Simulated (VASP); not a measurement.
Input of a VASP 6.6.1 run:

The input INCAR:

```
PREC = Accurate
ENCUT = 600
EDIFF = 1E-6
ISMEAR = 0
SIGMA = 0.2
LREAL = F
LASPH = T
NELM = 120
ALGO = Normal
ISIF = 2
LWAVE = F
LCHARG = F
GGA = PE
NBANDS = 12
GGA_COMPAT = F
```

File KPOINTS:

```
regular mesh
0
Gamma
  7 7 7
```

File POSCAR:

```
PC
1.0
    0.0000000000      2.0835416010      2.0835416010
    2.0835416010      0.0000000000      2.0835416010
    2.0835416010      2.0835416010      0.0000000000
P C
1 1
Direct
    0.5000000000      0.5000000000      0.5000000000
    0.0000000000      0.0000000000      0.0000000000
```

Potentials or basis: VASP PAW PBE potentials, release 64 (P, C).

Launch:

```sh
$ cat potpaw_PBE.64/P/POTCAR potpaw_PBE.64/C/POTCAR > POTCAR
$ mpirun -np 1 vasp_std > vasp.out
```

What does it give for the pressure?

-0.6 GPa.

Caveat: the k points lie up to 0.37 Å⁻¹ apart.
